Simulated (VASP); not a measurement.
# Te (P3_121) in VASP: notebook

Runs on Te. Level: PBE. Tasks: single point.

Everything below comes from runs of VASP 6.6.1. Logs are shortened: lines on timing, memory, paths and dates and some standing lists are left out, and cuts for length are marked.

**1. The cell of the first run**

Symmetry: P3_121, No. 152, trigonal system. The conventional cell has a = 4.454 Å, b = 4.454 Å, c = 5.924 Å, α = 90.00°, β = 90.00°, γ = 120.00°. Te (site symmetry 2) has 6 Te at 2.86 to 3.47 Å within 3.8 Å.

**2. Single point, PBE**

INCAR reads:

```
PREC = Accurate
ENCUT = 500
EDIFF = 1E-6
ISMEAR = 0
SIGMA = 0.024
LREAL = False
LASPH = True
NELM = 120
ALGO = Normal
ISIF = 2
LWAVE = False
LCHARG = False
GGA = PE
NBANDS = 16
GGA_COMPAT = False
```

KPOINTS reads:

```
Automatic mesh
0
Gamma
  7 7 5
```

POSCAR reads:

```
Te
1.0
    4.4540000000      0.0000000000      0.0000000000
   -2.2270000000      3.8572771485      0.0000000000
    0.0000000000      0.0000000000      5.9240000000
Te
3
Direct
    0.7310000000      0.7310000000      0.0000000000
    0.0000000000      0.2690000000      0.6666666667
    0.2690000000      0.0000000000      0.3333333333
```

Potentials or basis: VASP PAW PBE potentials, release 64 (Te).

On the command line:

```sh
> cat potpaw_PBE.64/Te/POTCAR > POTCAR
> mpirun -np 1 vasp_std > vasp.out
```

OUTCAR:

```text
PREC = Accurate
   ENCUT = 500
   EDIFF = 1E-6
   ISMEAR = 0
   LREAL = False
   LASPH = True
   NELM = 120
   ISIF = 2
   GGA = PE

 ion  position               nearest neighbor table
   1  0.731  0.731  0.000-   3 2.86   2 2.86   3 3.47   2 3.47   2 3.47   3 3.47
   2  0.000  0.269  0.667-   1 2.86   3 2.86   1 3.47   1 3.47   3 3.47   3 3.47
   3  0.269  0.000  0.333-   1 2.86   2 2.86   1 3.47   1 3.47   2 3.47   2 3.47

  LATTYP: Found a hexagonal cell.
 ALAT       =     4.4540000000
 C/A-ratio  =     1.3300404131

  Lattice vectors:

 A1 = (   4.4540000000,   0.0000000000,   0.0000000000)
 A2 = (  -2.2270000000,   3.8572771485,   0.0000000000)
 A3 = (   0.0000000000,   0.0000000000,   5.9240000000)

Analysis of symmetry for initial positions (statically):
=====================================================================
 Subroutine PRICEL returns:
 Original cell was already a primitive cell.

 Routine SETGRP: Setting up the symmetry group for a
 hexagonal supercell.

 Subroutine GETGRP returns: Found  6 space group operations
 (whereof  2 operations were pure point group operations)
 out of a pool of 24 trial point group operations.

The static configuration has the point symmetry C_2 .
 The point group associated with its full space group is D_3 .

Analysis of symmetry for dynamics (positions and initial velocities):
=====================================================================
 Subroutine PRICEL returns:
 Original cell was already a primitive cell.

 Routine SETGRP: Setting up the symmetry group for a
 hexagonal supercell.

 Subroutine GETGRP returns: Found  6 space group operations
 (whereof  2 operations were pure point group operations)
 out of a pool of 24 trial point group operations.

The dynamic configuration has the point symmetry C_2 .
 The point group associated with its full space group is D_3 .

 Subroutine INISYM returns: Found  6 space group operations
 (whereof  2 operations are pure point group operations),
 and found     1 'primitive' translations

----------------------------------------------------------------------------------------

                                     Primitive cell

  volume of cell :     101.7762

  direct lattice vectors                    reciprocal lattice vectors
     4.454000000  0.000000000  0.000000000     0.224517288  0.129625117  0.000000000
    -2.227000000  3.857277149  0.000000000     0.000000000  0.259250233  0.000000000
     0.000000000  0.000000000  5.924000000     0.000000000  0.000000000  0.168804862

  length of vectors
     4.454000000  4.454000000  5.924000000     0.259250233  0.259250233  0.168804862

  position of ions in fractional coordinates (direct lattice)
     0.731000000  0.731000000  0.000000000
     0.000000000  0.269000000  0.666666667
     0.269000000  0.000000000  0.333333333

  ion indices of the primitive-cell ions
   primitive index   ion index
                 1           1
                 2           2
                 3           3

----------------------------------------------------------------------------------------

 KPOINTS: Automatic mesh

Automatic generation of k-mesh.
 Grid dimensions read from file:
 generate k-points for:    7    7    5

 Generating k-lattice:

  Cartesian coordinates                     Fractional coordinates (reciprocal lattice)
     0.032073898  0.018517874  0.000000000     0.142857143  0.000000000  0.000000000
     0.000000000  0.037035748  0.000000000     0.000000000  0.142857143  0.000000000
     0.000000000  0.000000000  0.033760972     0.000000000  0.000000000  0.200000000

  Length of vectors
     0.037035748  0.037035748  0.033760972

  Shift w.r.t. Gamma in fractional coordinates (k-lattice)
     0.000000000  0.000000000  0.000000000

 Subroutine IBZKPT returns following result:
 ===========================================

 Found     32 irreducible k-points:

 Following reciprocal coordinates:
            Coordinates               Weight
  0.000000  0.000000  0.000000      1.000000
  0.142857  0.000000  0.000000      6.000000
  0.285714  0.000000  0.000000      6.000000
  0.428571  0.000000  0.000000      6.000000
  0.142857  0.142857  0.000000      6.000000
  0.285714  0.142857  0.000000     12.000000
[... 16 lines left out ...]
  0.000000  0.142857  0.400000      6.000000
  0.285714  0.000000  0.400000      6.000000
 [... further k-points ...]
   k-points           NKPTS =     32   k-points in BZ     NKDIM =     32   number of bands    NBANDS=     16
   number of dos      NEDOS =    301   number of ions     NIONS =      3
   total plane-waves  NPLWV =  49152
   dimension x,y,z NGX =    32 NGY =   32 NGZ =   48
   dimension x,y,z NGXF=    64 NGYF=   64 NGZF=   96
   ions per type =               3
   NGX,Y,Z   is equivalent  to a cutoff of  11.94, 11.94, 13.47 a.u.
   NGXF,Y,Z  is equivalent  to a cutoff of  23.89, 23.89, 26.94 a.u.
 SYSTEM =  unknown system
   PREC   = accura    normal or accurate (medium, high low for compatibility)
   ISTART =      0    job   : 0-new  1-cont  2-samecut
   ICHARG =      2    charge: 1-file 2-atom 10-const
   ISPIN  =      1    spin polarized calculation?
   LNONCOLLINEAR =      F non collinear calculations
   LSORBIT =      F    spin-orbit coupling
   LASPH  =      T    aspherical Exc in radial PAW
   ENCUT  =  500.0 eV  36.75 Ry    6.06 a.u.   8.12  8.12 10.80*2*pi/ulx,y,z
   NELM   =    120;   NELMIN=  2; NELMDL= -5     # of ELM steps
   EDIFF  = 0.1E-05   stopping-criterion for ELM
   LREAL  =      F    real-space projection
   EDIFFG = 0.1E-04   stopping-criterion for IOM
   NSW    =      0    number of steps for IOM
   IBRION =     -1    ionic relax: 0-MD 1-quasi-New 2-CG
   NFREE  =      0    steps in history (QN), initial steepest desc. (CG)
   ISIF   =      2    stress and relaxation
   ISYM   =      2    0-nonsym 1-usesym 2-fastsym
   POTIM  = 0.5000    time-step for ionic-motion
   TEBEG  =    0.0;   TEEND  =   0.0 temperature during run
   PSTRESS=    0.0 pullay stress
   NELECT =      18.0000    total number of electrons
   NUPDOWN=      -1.0000    fix difference up-down
   EMIN   =  10.00;   EMAX   =-10.00  energy-range for DOS
   EFERMI =   0.00;   METHOD = LEGACY
   ISMEAR =     0;   SIGMA  =   0.02  broadening in eV -4-tet -1-fermi 0-gaus
   EFERMI_NEDOS =   21; number of points for ismear=-14 and -15
   IALGO  =     38    algorithm
   IMIX   =      4    mixing-type and parameters
     AMIX     =   0.40;   BMIX     =  1.00
     AMIX_MAG =   1.60;   BMIX_MAG =  1.00
  volume/ion in A,a.u.               =      33.93       228.94
  Fermi-wavevector in a.u.,A,eV,Ry     =   0.918933  1.736531 11.489263  0.844437
  Thomas-Fermi vector in A             =   2.044070
   LORBIT       =      0    0 simple, 1 ext, 2 COOP (PROOUT), +10 PAW based schemes
   GGA     = PE    functional components
   LHFCALC =     F    Hartree Fock is set to
   AEXX    =    0.0000 exact exchange contribution
   IVDW    =     0    specifies the selected vdW correction
   LEPSILON=     F    determine dielectric tensor
   LRPA    =     F    only Hartree local field effects (RPA)
 non-spin polarized calculation
 Gauss-broadening in eV      SIGMA  =   0.02
  energy-cutoff  :      500.00
  volume of cell :      101.78
 maximum number of plane-waves:      2595
   NGX = 17   NGY = 17   NGZ = 21

 number of electron      18.0000001 magnetization

 Free energy of the ion-electron system (eV)
  ---------------------------------------------------
  ext. energy  EPLUGINS =         0.00000000
  ---------------------------------------------------
  free energy    TOTEN  =        -9.41702791 eV

  energy without entropy =       -9.41702791  energy(sigma->0) =       -9.41702791

 E-fermi :   5.9120     XC(G=0):  -9.0718

 val. band max:        5.7932300663   @ k =   0.2857   0.2857   0.4000
 cond. band min:       6.4207459597   @ k =   0.0000   0.0000   0.4000
 fundamental gap:      0.6275158933
 Fermi energy:         5.9119757051

 k-point     1 :       0.0000    0.0000    0.0000
  band No.  band energies     occupation
      1      -7.6623      2.00000
      2      -4.3596      2.00000
      3      -4.3596      2.00000
      4       2.8942      2.00000
      5       3.2079      2.00000
      6       3.2079      2.00000
[... 8 lines left out ...]
     15      11.9405      0.00000
     16      12.2244      0.00000

 k-point     2 :       0.1429    0.0000    0.0000
  band No.  band energies     occupation
      1      -7.5250      2.00000
      2      -4.4047      2.00000
      3      -4.3223      2.00000
      4       2.0184      2.00000
      5       2.6122      2.00000
      6       2.9200      2.00000
[... 8 lines left out ...]
     15      12.0423      0.00000
     16      12.3773      0.00000

 k-point     3 :       0.2857    0.0000    0.0000
  band No.  band energies     occupation
      1      -7.1471      2.00000
      2      -4.6285      2.00000
      3      -4.2283      2.00000
      4       1.2196      2.00000
      5       1.9240      2.00000
      6       2.4623      2.00000
[... 8 lines left out ...]
     15      12.6034      0.00000
     16      13.4053      0.00000

 k-point     4 :       0.4286    0.0000    0.0000
  band No.  band energies     occupation
      1      -6.6998      2.00000
      2      -5.0161      2.00000
      3      -4.1433      2.00000
      4       1.0925      2.00000
      5       1.5656      2.00000
      6       2.2601      2.00000
[... 8 lines left out ...]
     15      14.0236      0.00000
     16      14.6124      0.00000

 k-point     5 :       0.1429    0.1429    0.0000
  band No.  band energies     occupation
      1      -7.2659      2.00000
      2      -4.5019      2.00000
      3      -4.3004      2.00000
      4       1.4729      2.00000
      5       1.7589      2.00000
      6       3.0102      2.00000
[... 8 lines left out ...]
     15      12.5248      0.00000
     16      13.1053      0.00000

 k-point     6 :       0.2857    0.1429    0.0000
  band No.  band energies     occupation
      1      -6.8327      2.00000
      2      -4.7799      2.00000
      3      -4.2913      2.00000
      4       1.1715      2.00000
      5       1.4576      2.00000
      6       2.5903      2.00000
[... 8 lines left out ...]
     15      13.4468      0.00000
     16      14.2650      0.00000

 k-point     7 :       0.4286    0.1429    0.0000
  band No.  band energies     occupation
      1      -6.5507      2.00000
      2      -5.0249      2.00000
      3      -4.2825      2.00000
      4       1.2140      2.00000
      5       1.5027      2.00000
      6       2.4778      2.00000
[... 8 lines left out ...]
     15      13.3908      0.00000
     16      14.6914      0.00000

 k-point     8 :       0.2857    0.2857    0.0000
  band No.  band energies     occupation
      1      -6.4994      2.00000
      2      -4.8277      2.00000
      3      -4.5517      2.00000
      4       1.3968      2.00000
      5       1.4144      2.00000
      6       2.6657      2.00000
[... 8 lines left out ...]
     15      12.8470      0.00000
     16      14.0160      0.00000

 k-point     9 :       0.0000    0.0000    0.2000
  band No.  band energies     occupation
      1      -7.5178      2.00000
      2      -5.4603      2.00000
      3      -3.2280      2.00000
      4       2.6559      2.00000
      5       2.9767      2.00000
      6       3.4434      2.00000
[... 8 lines left out ...]
     15      11.7181      0.00000
     16      12.0230      0.00000
[... 172 lines left out ...]
 k-point    19 :       0.4286    0.1429    0.2000
  band No.  band energies     occupation
      1      -6.4469      2.00000
      2      -5.2344      2.00000
      3      -4.1931      2.00000
      4       0.9136      2.00000
      5       1.2970      2.00000
      6       2.4170      2.00000
[... 8 lines left out ...]
     15      13.3046      0.00000
     16      13.7841      0.00000

 k-point    20 :       0.2857    0.2857    0.2000
  band No.  band energies     occupation
      1      -6.3943      2.00000
      2      -5.1679      2.00000
      3      -4.3053      2.00000
      4       0.8905      2.00000
      5       1.4144      2.00000
      6       2.1709      2.00000
[... 8 lines left out ...]
     15      12.8912      0.00000
     16      14.1232      0.00000

 k-point    21 :       0.0000    0.0000    0.4000
  band No.  band energies     occupation
      1      -7.0889      2.00000
      2      -6.3920      2.00000
      3      -2.3882      2.00000
      4       2.1022      2.00000
      5       3.1798      2.00000
      6       3.3812      2.00000
[... 8 lines left out ...]
     15      11.3480      0.00000
     16      13.1192      0.00000

 k-point    22 :       0.1429    0.0000    0.4000
  band No.  band energies     occupation
      1      -6.9674      2.00000
      2      -6.2829      2.00000
      3      -2.6654      2.00000
      4       1.9988      2.00000
      5       2.9635      2.00000
      6       3.2402      2.00000
[... 8 lines left out ...]
     15      11.6032      0.00000
     16      12.3455      0.00000

 k-point    23 :       0.0000    0.1429    0.4000
  band No.  band energies     occupation
      1      -6.9621      2.00000
      2      -6.2928      2.00000
      3      -2.6400      2.00000
      4       1.9185      2.00000
      5       2.6546      2.00000
      6       3.1717      2.00000
[... 8 lines left out ...]
     15      11.8177      0.00000
     16      12.5969      0.00000

 k-point    24 :       0.2857    0.0000    0.4000
  band No.  band energies     occupation
      1      -6.6546      2.00000
      2      -5.9799      2.00000
      3      -3.3543      2.00000
      4       1.4187      2.00000
      5       2.4738      2.00000
      6       2.6807      2.00000
[... 8 lines left out ...]
     15      11.9494      0.00000
     16      12.5828      0.00000

 [... further k-points ...]
[... 5 lines left out ...]
  --------------------------------------------------------------------------------------
  -------------------------------------------------------------------------------------
  Total        0.8346071      0.8346071      1.1032380      0.0000000      0.0000000      0.0000000
  in kB       13.1385237     13.1385237     17.3673549      0.0000000      0.0000000      0.0000000
  external PRESSURE =      14.5481341 kB  Pullay stress =       0.0000000 kB

 VOLUME and BASIS-vectors are now :
 -----------------------------------------------------------------------------
  energy-cutoff  :      500.00
  volume of cell :      101.78
      direct lattice vectors                 reciprocal lattice vectors
     4.454000000  0.000000000  0.000000000     0.224517288  0.129625117  0.000000000
    -2.227000000  3.857277149  0.000000000     0.000000000  0.259250233  0.000000000
     0.000000000  0.000000000  5.924000000     0.000000000  0.000000000  0.168804862

 POSITION                                       TOTAL-FORCE (eV/Angst)
 -----------------------------------------------------------------------------------
      1.62794      2.81967      0.00000        -0.079935     -0.138451      0.000000
     -0.59906      1.03761      3.94933        -0.079935      0.138451      0.000000
      1.19813      0.00000      1.97467         0.159869      0.000000      0.000000
 -----------------------------------------------------------------------------------
    total drift:                                0.000000     -0.000000      0.000000

  FREE ENERGIE OF THE ION-ELECTRON SYSTEM (eV)
  ---------------------------------------------------
  free  energy   TOTEN  =        -9.4170279114 eV

  energy  without entropy=       -9.4170279114  energy(sigma->0) =       -9.41702791
```

Wall time 31 s (1 thread of Intel Xeon Platinum 8259CL at 2.50GHz (Skylake/Cascade Lake), shared host); peak memory 0.22 GiB.

Results:

```yaml
Free_energy: -9.4170 eV
Pressure: 1.5 GPa
Largest_force: 0.160 eV/Å
Band_gap_on_the_k_mesh: 0.63 eV, indirect (least direct gap 0.78 eV)
```

Forces on the atoms (eV/Å):
```
Te  -0.080 -0.138  0.000
Te  -0.080  0.138  0.000
Te   0.160  0.000  0.000
```

Stress tensor (GPa, compression positive):
```
1.31 0.00 0.00
0.00 1.31 0.00
0.00 0.00 1.74
```

Levels at points of the mesh, in eV from the valence-band top:
| k point | band 7 | band 8 | band 9 | band 10 | band 11 | band 12 |
| --- | --- | --- | --- | --- | --- | --- |
| (0.00, 0.00, 0.00) | -1.52 | -1.52 | -0.69 | 1.17 | 1.17 | 1.77 |

Caveat: spin-orbit coupling is left out, which moves the levels of the heavy elements. Expect the measured gap to be larger: semilocal functionals such as PBE lack the derivative discontinuity.

**3. Single point, PBE**

INCAR reads:

```
PREC = Accurate ; ENCUT = 500
EDIFF = 1E-6 ; ISMEAR = 0
SIGMA = 0.025 ; LREAL = False
LASPH = True ; NELM = 120
ALGO = Normal ; ISIF = 2
LWAVE = False ; LCHARG = False
GGA = PE ; NBANDS = 16
GGA_COMPAT = False
```

KPOINTS is that of step 2.

POSCAR is that of step 2.

Potentials or basis: VASP PAW PBE potentials, release 64 (Te).

On the command line:

```sh
> cat potpaw_PBE.64/Te/POTCAR > POTCAR
> mpirun -np 1 vasp_std > vasp.out
```

Run time: 31 s. Hardware: 1 thread of Intel Xeon Platinum 8259CL at 2.50GHz (Skylake/Cascade Lake), shared host; peak memory 0.22 GiB.

It converged, with:

- Free energy: -9.4170 eV
- Pressure: 1.5 GPa
- Largest force: 0.160 eV/Å
- Band gap on the k mesh: 0.63 eV, indirect (least direct gap 0.78 eV)

Forces in eV/Å, atoms in the order of the input:
```
Te  -0.080 -0.138  0.000
Te  -0.080  0.138  0.000
Te   0.160  0.000  0.000
```

Stress tensor (GPa, compression positive):
```
1.31 0.00 0.00
0.00 1.31 0.00
0.00 0.00 1.74
```

Levels at points of the mesh, in eV from the valence-band top:
```
           k point  band 6  band 7  band 8  band 9  band 10  band 11  band 12  band 13
(0.00, 0.00, 0.00)   -2.59   -1.52   -1.52   -0.69     1.17     1.17     1.77     5.12
```

Caveat: spin-orbit coupling is left out, which moves the levels of the heavy elements. A k mesh can miss the band edges.

[end of part 1 of 2]
